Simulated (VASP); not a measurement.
# Mo (Fmmm) in VASP: further runs, part 2 of 2

VASP 6.6.1. Earlier steps stand in the parts before.

### Step 3. Single point, PBEsol (strain +0.0350 x Voigt [0, 0, 0, 0, 1, 0])

The input, INCAR:

```
SYSTEM = Mo
  PREC = Accurate
  ENCUT = 520
  EDIFF = 1E-6
  ISMEAR = 0
  SIGMA = 0.15
  LREAL = .FALSE.
  LASPH = .TRUE.
  NELM = 100
  ALGO = Fast
  ISIF = 2
  LWAVE = .FALSE.
  LCHARG = .FALSE.
  GGA = PS
  NBANDS = 13
```

The input, KPOINTS:

```
regular mesh
0
G
  22 22 22
  0 0 0
```

The input, POSCAR:

```
Mo
1.0
   -1.5435075000      1.5710000000      1.5435075000
    1.5984925000     -1.5710000000      1.5984925000
    1.5435075000      1.5710000000     -1.5435075000
Mo
1
Direct
    0.0000000000      0.0000000000      0.0000000000
```

Potentials or basis: VASP PAW PBE potentials, release 64 (Mo_sv).

Run with:

```console
$ cat potpaw_PBE.64/Mo_sv/POTCAR > POTCAR
$ mpirun -np 1 vasp_std > vasp.out
```

OUTCAR:

```text
SYSTEM = Mo
   PREC = Accurate
   ENCUT = 520
   EDIFF = 1E-6
   ISMEAR = 0
   LREAL = .FALSE.
   LASPH = .TRUE.
   NELM = 100
   ISIF = 2
   GGA = PS

 ion  position               nearest neighbor table
   1  0.000  0.000  0.000-

  LATTYP: Found a face centered orthorhombic cell.
 ALAT       =     3.1420000000
 B/A-ratio  =     1.3894648250
 C/A-ratio  =     1.4389622997

  Lattice vectors:

 A1 = (  -0.0549850000,   0.0000000000,  -3.1420000000)
 A2 = (  -1.5984925000,   1.5710000000,  -1.5984925000)
 A3 = (   1.5435075000,   1.5710000000,  -1.5435075000)

Analysis of symmetry for initial positions (statically):
=====================================================================
 Subroutine PRICEL returns:
 Original cell was already a primitive cell.

 Routine SETGRP: Setting up the symmetry group for a
 face centered orthorhombic supercell.

 Subroutine GETGRP returns: Found  8 space group operations
 (whereof  8 operations were pure point group operations)
 out of a pool of  8 trial point group operations.

The static configuration has the point symmetry D_2h.

Analysis of symmetry for dynamics (positions and initial velocities):
=====================================================================
 Subroutine PRICEL returns:
 Original cell was already a primitive cell.

 Routine SETGRP: Setting up the symmetry group for a
 face centered orthorhombic supercell.

 Subroutine GETGRP returns: Found  8 space group operations
 (whereof  8 operations were pure point group operations)
 out of a pool of  8 trial point group operations.

The dynamic configuration has the point symmetry D_2h.

 Subroutine INISYM returns: Found  8 space group operations
 (whereof  8 operations are pure point group operations),
 and found     1 'primitive' translations

----------------------------------------------------------------------------------------

[... 116 lines left out ...]
   LHFCALC =     F    Hartree Fock is set to
   AEXX    =    0.0000 exact exchange contribution
   IVDW    =     0    specifies the selected vdW correction
   LEPSILON=     F    determine dielectric tensor
   LRPA    =     F    only Hartree local field effects (RPA)
 non-spin polarized calculation
 RMM-DIIS sequential band-by-band and
 Gauss-broadening in eV      SIGMA  =   0.15
  energy-cutoff  :      520.00
  volume of cell :       15.50
 maximum number of plane-waves:       432
   NGX =  9   NGY = 11   NGZ =  9

 number of electron      14.0000001 magnetization

 Free energy of the ion-electron system (eV)
  ---------------------------------------------------
  ext. energy  EPLUGINS =         0.00000000
  ---------------------------------------------------
  free energy    TOTEN  =       -11.77343161 eV

  energy without entropy =      -11.76617997  energy(sigma->0) =      -11.76980579

 E-fermi :  12.5876     XC(G=0): -13.5739

 val. band max:       12.5854119224   @ k =   0.3636  -0.2727   0.1818
 cond. band min:      12.5922185573   @ k =  -0.2727   0.3182   0.2727
 fundamental gap:      0.0068066350
 Fermi energy:        12.5875698597

 k-point     1 :       0.0000    0.0000    0.0000
  band No.  band energies     occupation
      1     -48.5993      2.00000
      2     -21.9150      2.00000
      3     -21.8622      2.00000
      4     -21.8161      2.00000
      5       5.2859      2.00000
      6      10.9281      2.00000
      7      11.1816      2.00000
      8      11.4992      2.00000
      9      14.2654      0.00000
     10      14.3003      0.00000
     11      27.1143      0.00000
     12      27.4247      0.00000
     13      27.7288      0.00000
[... 354 lines left out ...]
  band No.  band energies     occupation
      1     -48.3218      2.00000
      2     -23.3074      2.00000
      3     -22.3346      2.00000
      4     -21.8790      2.00000
      5       7.2687      2.00000
      6       9.1629      2.00000
      7      13.7524      0.00000
      8      14.3094      0.00000
      9      15.1669      0.00000
     10      17.5497      0.00000
     11      24.3515      0.00000
     12      24.6914      0.00000
     13      29.9731      0.00000

 [... further k-points ...]

------------------------ aborting loop because EDIFF is reached ----------------------------------------

  FORCE on cell =-STRESS in cart. coord.  units (eV):
  Direction    XX          YY          ZZ          XY          YZ          ZX
  --------------------------------------------------------------------------------------
  -------------------------------------------------------------------------------------
  Total       -0.2390584     -0.2248042     -0.2390584      0.0000000      0.0000000     -0.3470656
  in kB      -24.7035313    -23.2305442    -24.7035313      0.0000000      0.0000000    -35.8646527
  external PRESSURE =     -24.2125356 kB  Pullay stress =       0.0000000 kB

 VOLUME and BASIS-vectors are now :
 -----------------------------------------------------------------------------
  energy-cutoff  :      520.00
  volume of cell :       15.50
      direct lattice vectors                 reciprocal lattice vectors
    -1.543507500  1.571000000  1.543507500    -0.005571407  0.318268619  0.318366118
     1.598492500 -1.571000000  1.598492500     0.312794711  0.000000000  0.312794711
     1.543507500  1.571000000 -1.543507500     0.318366118  0.318268619 -0.005571407

 POSITION                                       TOTAL-FORCE (eV/Angst)
 -----------------------------------------------------------------------------------
      0.00000      0.00000      0.00000         0.000000     -0.000000      0.000000
 -----------------------------------------------------------------------------------
    total drift:                                0.000000     -0.000000      0.000000

  FREE ENERGIE OF THE ION-ELECTRON SYSTEM (eV)
  ---------------------------------------------------
  free  energy   TOTEN  =       -11.7734316128 eV

  energy  without entropy=      -11.7661799678  energy(sigma->0) =      -11.76980579
```

Wall time 1.8 min (1 thread of Intel Xeon 6975P-C (Granite Rapids), shared host); peak memory 0.37 GiB.

What came out:

| Item | Value |
| --- | --- |
| Free energy | -11.7734 eV |
| Pressure | -2.4 GPa |
| Band gap on the k mesh | zero (bands 7 and 8 overlap by 5.05 eV) |

Caveat: the cell differs from its parent crystal (strain +0.0350 x Voigt [0, 0, 0, 0, 1, 0]); the PAW data sets were made with another functional, which shifts forces and pressure a little.

### Step 4. Single point, PBEsol (strain +0.0250 x Voigt [0, 0, 0, 0, 1, 0])

The input, INCAR:

```
SYSTEM = Mo
  ALGO = Fast
  EDIFF = 1E-6
  ENCUT = 520
  GGA = PS
  ISIF = 2
  ISMEAR = 0
  LASPH = .True.
  LCHARG = .False.
  LREAL = .False.
  LWAVE = .False.
  NBANDS = 13
  NELM = 60
  PREC = Accurate
  SIGMA = 0.15
```

The input, KPOINTS:

```
k-points
0
Gamma
  22 22 22
  0 0 0
```

The input, POSCAR:

```
Mo
1.0
   -1.5513625000      1.5710000000      1.5513625000
    1.5906375000     -1.5710000000      1.5906375000
    1.5513625000      1.5710000000     -1.5513625000
Mo
1
Direct
    0.0000000000      0.0000000000      0.0000000000
```

Run with:

```console
$ cat potpaw_PBE.64/Mo_sv/POTCAR > POTCAR
$ mpirun -np 1 vasp_std > vasp.out
```

Run time: 2 min. Hardware: 1 thread of Intel Xeon 6975P-C (Granite Rapids), shared host; peak memory 0.37 GiB.

Results (log left out):

| Quantity | Value |
| --- | --- |
| Free energy | -11.7764 eV |
| Pressure | -2.6 GPa |
| Band gap on the k mesh | zero (bands 7 and 8 overlap by 5.06 eV) |

Stress tensor (GPa, compression positive):
```
-2.57  0.00 -2.53
 0.00 -2.50  0.00
-2.53  0.00 -2.57
```

Levels at points of the mesh, in eV from the Fermi level:
```tsv
k point	band 3	band 4	band 5	band 6	band 7	band 8	band 9	band 10	band 11	band 12
(0.00, 0.00, 0.00)	-34.45	-34.41	-7.30	-1.57	-1.39	-1.16	1.68	1.70	14.62	14.84
(0.50, 0.00, 0.00)	-34.91	-34.46	-5.39	-3.44	1.65	1.72	2.35	4.84	11.78	11.95
(0.00, 0.50, 0.00)	-34.86	-34.44	-5.37	-3.51	1.44	1.84	2.52	4.72	11.47	12.15
(0.50, 0.00, 0.50)	-34.96	-34.48	-5.41	-3.37	1.60	1.86	2.18	5.00	11.78	12.07
(0.50, 0.50, 0.50)	-35.45	-35.39	-5.52	-5.51	3.84	4.06	4.30	8.94	9.10	9.26
```

Caveat: the cell differs from its parent crystal (strain +0.0250 x Voigt [0, 0, 0, 0, 1, 0]); the PAW data sets were made with another functional, which shifts forces and pressure a little.

### Step 5. Overview

| cell | gap on the mesh (eV) | pressure (GPa) |
| --- | --- | --- |
| a = 2.712, b = 2.730 Å, angles 109.5, 109.2, 109.5°, 1 atom | none | -2.7 |
| a = 2.689, b = 2.753 Å, angles 109.5, 108.5, 109.5°, 1 atom | none | -2.4 |
| a = 2.698, b = 2.744 Å, angles 109.5, 108.8, 109.5°, 1 atom | none | -2.6 |

Alike in all rows: task single point; level PBEsol; potentials or basis VASP PAW PBE potentials, release 64 (Mo_sv); no spin polarisation; k mesh 22 × 22 × 22; cutoff (eV) 520; smearing gaussian 0.15 eV.

Caveats: the PAW data sets were made with another functional, which shifts forces and pressure a little.

Absolute energies hang on the potentials; compare differences alone.
